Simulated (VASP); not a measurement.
# GeW3 (Fm-3m) in VASP: a series of runs

Runs on GeW3. Level: PBE. Tasks: single point, relaxation of cell and atoms.

Program: VASP 6.6.1. These are calculated values, not measurements. Logs are shortened: lines on timing, memory, paths and dates and some standing lists are left out, and cuts for length are marked.

## 1. The cell of the first run

The structure is cubic, space group Fm-3m (No. 225). Conventional cell: a = 6.321 Å, b = 6.321 Å, c = 6.321 Å, α = 90.00°, β = 90.00°, γ = 90.00°. Within 3.6 Å of Ge (site symmetry m-3m) lie 14 W at 2.74 to 3.16 Å. W (site symmetry -43m) has 4 Ge at 2.74 Å and 10 W at 2.74 to 3.16 Å within 3.6 Å. W (site symmetry m-3m) has 8 W at 2.74 Å and 6 Ge at 3.16 Å within 3.6 Å.

The cell was built from a structure type or drawn by symmetry, and may not be a known phase.

## 2. Single point, PBE

File INCAR:

```
  PREC = Accurate
  ENCUT = 520
  EDIFF = 1E-6
  ISMEAR = 0
  SIGMA = 0.1
  LREAL = False
  LASPH = True
  NELM = 100
  ALGO = Normal
  ISIF = 2
  LWAVE = False
  LCHARG = False
  GGA = PE
  NBANDS = 36
```

File KPOINTS:

```
Automatic mesh
0
Gamma
  6 6 6
```

File POSCAR:

```
GeW3
1.0
    0.0000000000      3.1604007771      3.1604007771
    3.1604007771      0.0000000000      3.1604007771
    3.1604007771      3.1604007771      0.0000000000
Ge W
1 3
Direct
    0.5000000000      0.5000000000      0.5000000000
    0.2500000000      0.2500000000      0.2500000000
    0.0000000000      0.0000000000      0.0000000000
    0.7500000000      0.7500000000      0.7500000000
```

Potentials or basis: VASP PAW PBE potentials, release 64 (Ge_d, W_sv).

The run is started by

```
cat potpaw_PBE.64/Ge_d/POTCAR potpaw_PBE.64/W_sv/POTCAR > POTCAR
mpirun -np 1 vasp_std > vasp.out
```

OUTCAR:

```text
PREC = Accurate
   ENCUT = 520
   EDIFF = 1E-6
   ISMEAR = 0
   LREAL = False
   LASPH = True
   NELM = 100
   ISIF = 2
   GGA = PE

 ion  position               nearest neighbor table
   1  0.500  0.500  0.500-   2 2.74   4 2.74   2 2.74   2 2.74   2 2.74   4 2.74   4 2.74   4 2.74
                             3 3.16   3 3.16   3 3.16   3 3.16   3 3.16   3 3.16
   2  0.250  0.250  0.250-   1 2.74   3 2.74   3 2.74   3 2.74   3 2.74   1 2.74   1 2.74   1 2.74
                             4 3.16   4 3.16   4 3.16   4 3.16   4 3.16   4 3.16
   3  0.000  0.000  0.000-   2 2.74   4 2.74   4 2.74   4 2.74   4 2.74   2 2.74   2 2.74   2 2.74
                             1 3.16   1 3.16   1 3.16   1 3.16   1 3.16   1 3.16
   4  0.750  0.750  0.750-   1 2.74   3 2.74   1 2.74   1 2.74   1 2.74   3 2.74   3 2.74   3 2.74
                             2 3.16   2 3.16   2 3.16   2 3.16   2 3.16   2 3.16

  LATTYP: Found a face centered cubic cell.
 ALAT       =     6.3208015542

  Lattice vectors:

 A1 = (   0.0000000000,   3.1604007771,   3.1604007771)
 A2 = (   3.1604007771,   0.0000000000,   3.1604007771)
 A3 = (   3.1604007771,   3.1604007771,   0.0000000000)

Analysis of symmetry for initial positions (statically):
=====================================================================
 Subroutine PRICEL returns:
 Original cell was already a primitive cell.

 Routine SETGRP: Setting up the symmetry group for a
 face centered cubic supercell.

 Subroutine GETGRP returns: Found 48 space group operations
 (whereof 48 operations were pure point group operations)
 out of a pool of 48 trial point group operations.

The static configuration has the point symmetry O_h .

Analysis of symmetry for dynamics (positions and initial velocities):
=====================================================================
 Subroutine PRICEL returns:
 Original cell was already a primitive cell.

 Routine SETGRP: Setting up the symmetry group for a
 face centered cubic supercell.

 Subroutine GETGRP returns: Found 48 space group operations
 (whereof 48 operations were pure point group operations)
 out of a pool of 48 trial point group operations.

The dynamic configuration has the point symmetry O_h .

 Subroutine INISYM returns: Found 48 space group operations
 (whereof 48 operations are pure point group operations),
 and found     1 'primitive' translations

----------------------------------------------------------------------------------------

                                     Primitive cell

  volume of cell :      63.1330

  direct lattice vectors                    reciprocal lattice vectors
     0.000000000  3.160400777  3.160400777    -0.158207783  0.158207783  0.158207783
     3.160400777  0.000000000  3.160400777     0.158207783 -0.158207783  0.158207783
     3.160400777  3.160400777  0.000000000     0.158207783  0.158207783 -0.158207783

  length of vectors
     4.469481642  4.469481642  4.469481642     0.274023918  0.274023918  0.274023918

  position of ions in fractional coordinates (direct lattice)
     0.500000000  0.500000000  0.500000000
     0.250000000  0.250000000  0.250000000
     0.000000000  0.000000000  0.000000000
     0.750000000  0.750000000  0.750000000

  ion indices of the primitive-cell ions
   primitive index   ion index
                 1           1
                 2           2
                 3           3
                 4           4

----------------------------------------------------------------------------------------

 KPOINTS: Automatic mesh

Automatic generation of k-mesh.
 Grid dimensions read from file:
 generate k-points for:    6    6    6

 Generating k-lattice:

  Cartesian coordinates                     Fractional coordinates (reciprocal lattice)
    -0.026367964  0.026367964  0.026367964     0.166666667  0.000000000  0.000000000
     0.026367964 -0.026367964  0.026367964     0.000000000  0.166666667  0.000000000
     0.026367964  0.026367964 -0.026367964     0.000000000  0.000000000  0.166666667

  Length of vectors
     0.045670653  0.045670653  0.045670653

  Shift w.r.t. Gamma in fractional coordinates (k-lattice)
     0.000000000  0.000000000  0.000000000

 Subroutine IBZKPT returns following result:
 ===========================================

 Found     16 irreducible k-points:

 Following reciprocal coordinates:
            Coordinates               Weight
  0.000000  0.000000  0.000000      1.000000
  0.166667  0.000000  0.000000      8.000000
  0.333333  0.000000  0.000000      8.000000
  0.500000  0.000000  0.000000      4.000000
  0.166667  0.166667  0.000000      6.000000
  0.333333  0.166667  0.000000     24.000000
[... 8 lines left out ...]
 -0.333333  0.333333  0.166667     24.000000
 -0.333333  0.500000  0.166667     12.000000
   k-points           NKPTS =     16   k-points in BZ     NKDIM =     16   number of bands    NBANDS=     36
   number of dos      NEDOS =    301   number of ions     NIONS =      4
   total plane-waves  NPLWV =  46656
   dimension x,y,z NGX =    36 NGY =   36 NGZ =   36
   dimension x,y,z NGXF=    72 NGYF=   72 NGZF=   72
   ions per type =               1   3
   NGX,Y,Z   is equivalent  to a cutoff of  13.39, 13.39, 13.39 a.u.
   NGXF,Y,Z  is equivalent  to a cutoff of  26.78, 26.78, 26.78 a.u.
 SYSTEM =  unknown system
   PREC   = accura    normal or accurate (medium, high low for compatibility)
   ISTART =      0    job   : 0-new  1-cont  2-samecut
   ICHARG =      2    charge: 1-file 2-atom 10-const
   ISPIN  =      1    spin polarized calculation?
   LNONCOLLINEAR =      F non collinear calculations
   LSORBIT =      F    spin-orbit coupling
   LASPH  =      T    aspherical Exc in radial PAW
   ENCUT  =  520.0 eV  38.22 Ry    6.18 a.u.   8.31  8.31  8.31*2*pi/ulx,y,z
   NELM   =    100;   NELMIN=  2; NELMDL= -5     # of ELM steps
   EDIFF  = 0.1E-05   stopping-criterion for ELM
   LREAL  =      F    real-space projection
   EDIFFG = 0.1E-04   stopping-criterion for IOM
   NSW    =      0    number of steps for IOM
   IBRION =     -1    ionic relax: 0-MD 1-quasi-New 2-CG
   NFREE  =      0    steps in history (QN), initial steepest desc. (CG)
   ISIF   =      2    stress and relaxation
   ISYM   =      2    0-nonsym 1-usesym 2-fastsym
   POTIM  = 0.5000    time-step for ionic-motion
   TEBEG  =    0.0;   TEEND  =   0.0 temperature during run
   PSTRESS=    0.0 pullay stress
   NELECT =      56.0000    total number of electrons
   NUPDOWN=      -1.0000    fix difference up-down
   EMIN   =  10.00;   EMAX   =-10.00  energy-range for DOS
   EFERMI =   0.00;   METHOD = LEGACY
   ISMEAR =     0;   SIGMA  =   0.10  broadening in eV -4-tet -1-fermi 0-gaus
   EFERMI_NEDOS =   21; number of points for ismear=-14 and -15
   IALGO  =     38    algorithm
   IMIX   =      4    mixing-type and parameters
     AMIX     =   0.40;   BMIX     =  1.00
     AMIX_MAG =   1.60;   BMIX_MAG =  1.00
  volume/ion in A,a.u.               =      15.78       106.51
  Fermi-wavevector in a.u.,A,eV,Ry     =   1.572964  2.972470 33.663733  2.474215
  Thomas-Fermi vector in A             =   2.674319
   LORBIT       =      0    0 simple, 1 ext, 2 COOP (PROOUT), +10 PAW based schemes
   GGA     = PE    functional components
   LHFCALC =     F    Hartree Fock is set to
   AEXX    =    0.0000 exact exchange contribution
   IVDW    =     0    specifies the selected vdW correction
   LEPSILON=     F    determine dielectric tensor
   LRPA    =     F    only Hartree local field effects (RPA)
 non-spin polarized calculation
 Gauss-broadening in eV      SIGMA  =   0.10
  energy-cutoff  :      520.00
  volume of cell :       63.13
 maximum number of plane-waves:      1724
 NGX is ok and might be reduce to    36
   NGX = 17   NGY = 17   NGZ = 17

 number of electron      56.0000001 magnetization

 Free energy of the ion-electron system (eV)
  ---------------------------------------------------
  ext. energy  EPLUGINS =         0.00000000
  ---------------------------------------------------
  free energy    TOTEN  =       -41.82629688 eV

  energy without entropy =      -41.81374680  energy(sigma->0) =      -41.82002184

 E-fermi :  10.7116     XC(G=0): -13.3143

 val. band max:       10.6711238764   @ k =   0.3333   0.1667   0.0000
 cond. band min:      10.8501282006   @ k =   0.3333   0.0000   0.0000
 fundamental gap:      0.1790043242
 Fermi energy:        10.7115720084

 k-point     1 :       0.0000    0.0000    0.0000
  band No.  band energies     occupation
      1     -63.3814      2.00000
      2     -62.9383      2.00000
      3     -62.9279      2.00000
      4     -27.7596      2.00000
      5     -27.7596      2.00000
      6     -27.7596      2.00000
[... 28 lines left out ...]
     35      15.2555      0.00000
     36      15.2555      0.00000

 k-point     2 :       0.1667    0.0000    0.0000
  band No.  band energies     occupation
      1     -63.3785      2.00000
      2     -62.9397      2.00000
      3     -62.9298      2.00000
      4     -27.7824      2.00000
      5     -27.7824      2.00000
      6     -27.7778      2.00000
[... 28 lines left out ...]
     35      15.6564      0.00000
     36      15.8729      0.00000

 k-point     3 :       0.3333    0.0000    0.0000
  band No.  band energies     occupation
      1     -63.3723      2.00000
      2     -62.9416      2.00000
      3     -62.9342      2.00000
      4     -27.8220      2.00000
      5     -27.8220      2.00000
      6     -27.7818      2.00000
[... 28 lines left out ...]
     35      15.2140      0.00000
     36      17.0369      0.00000
[... 430 lines left out ...]
 k-point    15 :      -0.3333    0.3333    0.1667
  band No.  band energies     occupation
      1     -63.3661      2.00000
      2     -62.9416      2.00000
      3     -62.9406      2.00000
      4     -27.9170      2.00000
      5     -27.8024      2.00000
      6     -27.7877      2.00000
[... 28 lines left out ...]
     35      14.3956      0.00000
     36      15.2134      0.00000

 k-point    16 :      -0.3333    0.5000    0.1667
  band No.  band energies     occupation
      1     -63.3651      2.00000
      2     -62.9439      2.00000
      3     -62.9393      2.00000
      4     -27.9424      2.00000
      5     -27.8646      2.00000
      6     -27.7025      2.00000
[... 28 lines left out ...]
     35      14.2643      0.00000
     36      14.9936      0.00000

------------------------ aborting loop because EDIFF is reached ----------------------------------------

  FORCE on cell =-STRESS in cart. coord.  units (eV):
  Direction    XX          YY          ZZ          XY          YZ          ZX
  --------------------------------------------------------------------------------------
  -------------------------------------------------------------------------------------
  Total        0.0851601      0.0851601      0.0851601      0.0000000      0.0000000      0.0000000
  in kB        2.1611775      2.1611775      2.1611775      0.0000000      0.0000000      0.0000000
  external PRESSURE =       2.1611775 kB  Pullay stress =       0.0000000 kB

 VOLUME and BASIS-vectors are now :
 -----------------------------------------------------------------------------
  energy-cutoff  :      520.00
  volume of cell :       63.13
      direct lattice vectors                 reciprocal lattice vectors
     0.000000000  3.160400777  3.160400777    -0.158207783  0.158207783  0.158207783
     3.160400777  0.000000000  3.160400777     0.158207783 -0.158207783  0.158207783
     3.160400777  3.160400777  0.000000000     0.158207783  0.158207783 -0.158207783

 POSITION                                       TOTAL-FORCE (eV/Angst)
 -----------------------------------------------------------------------------------
      3.16040      3.16040      3.16040         0.000000     -0.000000     -0.000000
      1.58020      1.58020      1.58020        -0.000000     -0.000000     -0.000000
      0.00000      0.00000      0.00000         0.000000     -0.000000     -0.000000
      4.74060      4.74060      4.74060         0.000000      0.000000      0.000000
 -----------------------------------------------------------------------------------
    total drift:                                0.000000      0.000000      0.000000

  FREE ENERGIE OF THE ION-ELECTRON SYSTEM (eV)
  ---------------------------------------------------
  free  energy   TOTEN  =       -41.8262968822 eV

  energy  without entropy=      -41.8137468034  energy(sigma->0) =      -41.82002184
```

Run time: 27 s. Hardware: 1 thread of AMD EPYC 9R45 (Zen 5), shared host; peak memory 0.18 GiB.

Results:

```
Free energy            : -41.8263 eV
Pressure               : 0.2 GPa
Band gap on the k mesh : zero (bands 28 and 29 overlap by 2.39 eV)
```

Caveat: spin-orbit coupling is left out, which moves the levels of the heavy elements.

(Part 1 of 2 ends here.)
